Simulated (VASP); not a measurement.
# Sb (R-3m) in VASP: elastic constants with LDA

Aim: the elastic constants of Sb with LDA.

Program: VASP 6.6.1. These are calculated values, not measurements. Logs are shortened: lines on timing, memory, paths and dates and some standing lists are left out, and cuts for length are marked.

## Step 1: The cell of the first run

It takes space group R-3m (No. 166, trigonal). The conventional cell has a = 4.289 Å, b = 4.289 Å, c = 10.941 Å, α = 90.00°, β = 90.00°, γ = 120.00°. Sb (site symmetry 3m) has 6 Sb at 2.91 to 3.25 Å within 3.8 Å.

## Step 2: Elastic constants, LDA

The input, INCAR:

```
ALGO = Fast ; EDIFF = 1E-8
ENCUT = 600 ; GGA = CA
IBRION = 6 ; ISIF = 3
ISMEAR = -1 ; LASPH = T
LCHARG = T ; LREAL = F
LWAVE = F ; NBANDS = 12
NELM = 100 ; NFREE = 2
NSW = 1 ; POTIM = 0.015
PREC = Accurate ; SIGMA = 0.15
```

The input, KPOINTS:

```
k-points
0
Gamma
  12 12 12
```

The input, POSCAR:

```
Sb
1.0
    2.1444849790      1.2381189799      3.6470049083
   -2.1444849790      1.2381189799      3.6470049083
    0.0000000000     -2.4762379598      3.6470049083
Sb
2
Direct
    0.2368296023      0.2368296023      0.2368296023
    0.7631703977      0.7631703977      0.7631703977
```

Potentials or basis: VASP PAW LDA potentials, release 64 (Sb).

On the command line:

```bash
cat potpaw_LDA.64/Sb/POTCAR > POTCAR
mpirun -np 1 vasp_std > vasp.out
```

OUTCAR:

```text
EDIFF = 1E-8
   ENCUT = 600
   GGA = CA
   IBRION = 6
   ISIF = 3
   ISMEAR = -1
   LASPH = T
   LREAL = F
   NELM = 100
   NFREE = 2
   NSW = 1
   POTIM = 0.015
   PREC = Accurate

 ion  position               nearest neighbor table
   1  0.237  0.237  0.237-   2 2.91   2 2.91   2 2.91   2 3.25   2 3.25   2 3.25
   2  0.763  0.763  0.763-   1 2.91   1 2.91   1 2.91   1 3.25   1 3.25   1 3.25

  LATTYP: Found a trigonal (rhomboedric) cell.
 ALAT       =     4.4082195085
 COS(alpha) =     0.5266857407

  Lattice vectors:

 A1 = (   2.1444849790,   1.2381189799,   3.6470049083)
 A2 = (  -2.1444849790,   1.2381189799,   3.6470049083)
 A3 = (   0.0000000000,  -2.4762379598,   3.6470049083)

Analysis of symmetry for initial positions (statically):
=====================================================================
 Subroutine PRICEL returns:
 Original cell was already a primitive cell.

 Routine SETGRP: Setting up the symmetry group for a
 trigonal (rhombohedral) supercell.

 Subroutine GETGRP returns: Found 12 space group operations
 (whereof 12 operations were pure point group operations)
 out of a pool of 12 trial point group operations.

The static configuration has the point symmetry D_3d.

Analysis of symmetry for dynamics (positions and initial velocities):
=====================================================================
 Subroutine PRICEL returns:
 Original cell was already a primitive cell.

 Routine SETGRP: Setting up the symmetry group for a
 trigonal (rhombohedral) supercell.

 Subroutine GETGRP returns: Found 12 space group operations
 (whereof 12 operations were pure point group operations)
 out of a pool of 12 trial point group operations.

The dynamic configuration has the point symmetry D_3d.
[... 701 lines left out ...]
      8      10.7853      0.00000
      9      14.2125      0.00000
     10      14.6147      0.00000
     11      15.2301      0.00000
     12      17.8972      0.00000

 [... further k-points ...]

------------------------ aborting loop because EDIFF is reached ----------------------------------------

  FORCE on cell =-STRESS in cart. coord.  units (eV):
  Direction    XX          YY          ZZ          XY          YZ          ZX
  --------------------------------------------------------------------------------------
  -------------------------------------------------------------------------------------
  Total        0.1773980      0.1773980      0.1663694      0.0000000     -0.0000000      0.0000000
  in kB        4.8919978      4.8919978      4.5878703      0.0000000     -0.0000000      0.0000000
  external PRESSURE =       4.7906220 kB  Pullay stress =       0.0000000 kB
[... 17 lines left out ...]
  FREE ENERGIE OF THE ION-ELECTRON SYSTEM (eV)
  ---------------------------------------------------
  free  energy   TOTEN  =        -9.6417805373 eV

  energy  without entropy=       -9.6042749632  energy(sigma->0) =       -9.62302775

 INTERNAL STRAIN TENSORS FROM STRAINED CELLS
 ============================================

 INTERNAL STRAIN TENSOR FOR ION    1 for displacements in x,y,z  (eV/Angst):
          X           Y           Z          XY          YZ          ZX
  --------------------------------------------------------------------------------
  x     0.00000     0.00000     0.00000     1.37894     0.00000    -3.46379
  y     1.37883    -1.41066    -0.00000    -0.00001    -3.51852     0.00013
  z    -4.12151    -4.14284    -5.53751    -0.00046     0.01406     0.00001

 INTERNAL STRAIN TENSORS FROM DISPLACED ATOMS
 ============================================

 INTERNAL STRAIN TENSOR FOR ION    1 for displacements in x,y,z  (eV/Angst):
          X           Y           Z          XY          YZ          ZX
  --------------------------------------------------------------------------------
  x    -0.00000    -0.00000    -0.00000     1.35828     0.00000    -3.43539
  y     1.35828    -1.35828     0.00000     0.00000    -3.43539    -0.00000
  z    -4.12786    -4.12786    -5.46810     0.00000    -0.00000     0.00000

 INTERNAL STRAIN TENSOR FOR ION    2 for displacements in x,y,z  (eV/Angst):
          X           Y           Z          XY          YZ          ZX
  --------------------------------------------------------------------------------
  x     0.00000     0.00000     0.00000    -1.35828     0.00000     3.43539
  y    -1.35828     1.35828     0.00000    -0.00000     3.43539     0.00000
  z     4.12786     4.12786     5.46810     0.00000     0.00000     0.00000

 Eigenvectors and eigenvalues of the dynamical matrix
 ----------------------------------------------------

   1 f  =    3.897048 THz    24.485877 2PiTHz  129.991539 cm-1    16.116889 meV
             X         Y         Z           dx          dy          dz
      0.000000  0.000000  2.591156     0.000000    0.000000    0.707107
      0.000000  0.000000  8.349859     0.000000    0.000000   -0.707107
[... 16 lines left out ...]
   5 f  =    0.000000 THz     0.000000 2PiTHz    0.000001 cm-1     0.000000 meV
             X         Y         Z           dx          dy          dz
      0.000000  0.000000  2.591156     0.679764   -0.154305   -0.118789
      0.000000  0.000000  8.349859     0.679764   -0.154305   -0.118789

   6 f/i=    0.000000 THz     0.000000 2PiTHz    0.000002 cm-1     0.000000 meV
             X         Y         Z           dx          dy          dz
      0.000000  0.000000  2.591156     0.025757   -0.356307    0.610231
      0.000000  0.000000  8.349859     0.025757   -0.356307    0.610231

--------------------------------------------------------------------------------------------------------

 ELASTIC MODULI CONTR FROM IONIC RELAXATION (kBar)
 Direction    XX          YY          ZZ          XY          YZ          ZX
 --------------------------------------------------------------------------------
 XX        -154.5968    -93.8363   -164.5473      0.0000     76.8385     -0.0000
 YY         -93.8363   -154.5968   -164.5473     -0.0000    -76.8385      0.0000
 ZZ        -164.5473   -164.5473   -217.9726      0.0000      0.0000     -0.0000
 XY           0.0000     -0.0000      0.0000    -30.3802     -0.0000     76.8385
 YZ          76.8385    -76.8385      0.0000     -0.0000   -194.3418      0.0000
 ZX          -0.0000      0.0000     -0.0000     76.8385      0.0000   -194.3418
 --------------------------------------------------------------------------------

 TOTAL ELASTIC MODULI (kBar)
 Direction    XX          YY          ZZ          XY          YZ          ZX
 --------------------------------------------------------------------------------
 XX         942.0906    308.5750    331.2255      0.0000   -216.2885     -0.0000
 YY         308.5750    942.0906    331.2255     -0.0000    216.2885      0.0000
 ZZ         331.2255    331.2255    554.7864      0.0000      0.0000     -0.0000
 XY           0.0000     -0.0000      0.0000    316.7578     -0.0000   -216.2885
 YZ        -216.2885    216.2885      0.0000     -0.0000    397.7546      0.0000
 ZX          -0.0000      0.0000     -0.0000   -216.2885      0.0000    397.7546
 --------------------------------------------------------------------------------
```

OSZICAR:

```text
N       E                     dE             d eps       ncg     rms          rms(c)
DAV:   1     0.404574599796E+02    0.40457E+02   -0.38794E+03  4536   0.740E+02
DAV:   2    -0.741154297389E+01   -0.47869E+02   -0.46418E+02  6224   0.117E+02
DAV:   3    -0.964568175828E+01   -0.22341E+01   -0.22128E+01  5512   0.280E+01
[... 204 lines left out ...]
RMM:   5    -0.964178007191E+01   -0.16326E-05   -0.17365E-05  4568   0.353E-02    0.324E-03
RMM:   6    -0.964178042691E+01   -0.35500E-06   -0.36339E-06  4567   0.161E-02    0.108E-03
RMM:   7    -0.964178051456E+01   -0.87647E-07   -0.87973E-07  4599   0.790E-03    0.164E-04
RMM:   8    -0.964178053170E+01   -0.17139E-07   -0.18874E-07  4469   0.360E-03    0.364E-04
RMM:   9    -0.964178053732E+01   -0.56218E-08   -0.49744E-08  3983   0.182E-03
  17 F= -.96417805E+01 E0= -.96230278E+01  d E =-.375056E-01
```

stdout:

```text
POSCAR found type information on POSCAR Sb
 POSCAR found :  1 types and       2 ions
 scaLAPACK will be used
 LDA part: xc-table for (Slater(with rela. corr.)+CA(PZ))
 , standard interpolation
 POSCAR, INCAR and KPOINTS ok, starting setup
 FFT: planning ... GRIDC
 FFT: planning ... GRID_SOFT
 FFT: planning ... GRID
 WAVECAR not read
 entering main loop
 Found     2 degrees of freedom:
 Adding 6 more for cell shape distortion
 Finite differences POTIM= 0.01500 DOF=   8
 bond charge predicted
 Finite differences progress:
 bond charge predicted
 Finite differences progress:
 bond charge predicted
 Finite differences progress:
 bond charge predicted
 Finite differences progress:
 bond charge predicted
 Finite differences progress:
 bond charge predicted
 Finite differences progress:
 bond charge predicted
 Finite differences progress:
 bond charge predicted
 Finite differences progress:
 bond charge predicted
 Finite differences progress:
 bond charge predicted
 Finite differences progress:
 bond charge predicted
 Finite differences progress:
 bond charge predicted
 Finite differences progress:
 bond charge predicted
 Finite differences progress:
 bond charge predicted
 Finite differences progress:
 bond charge predicted
 Finite differences progress:
 bond charge predicted
 Finite differences progress:
```

It took 2.7 h on 1 thread of Oxide Virtual Turin-like, shared host; peak memory 1.1 GiB.

What came out:

- Voigt bulk modulus: 49 GPa
- Highest phonon frequency at Γ: 130 cm⁻¹

Phonon frequencies in cm⁻¹ (negative: imaginary):
```
              q point      frequencies
(0.000, 0.000, 0.000)  0 0 0 86 86 130
```

Elastic tensor in Voigt notation (GPa, in the Cartesian axes of the cell as first typed):
```
 94  31  33 -22   0   0
 31  94  33  22   0   0
 33  33  55   0   0   0
-22  22   0  40   0   0
  0   0   0   0  40 -22
  0   0   0   0 -22  32
```

Clamped-ion elastic tensor (GPa):
```
110  40  50 -29   0   0
 40 110  50  29   0   0
 50  50  77   0   0   0
-29  29   0  59   0   0
  0   0   0   0  59 -29
  0   0   0   0 -29  35
```

Caveat: spin-orbit coupling is left out, which moves the levels of the heavy elements.
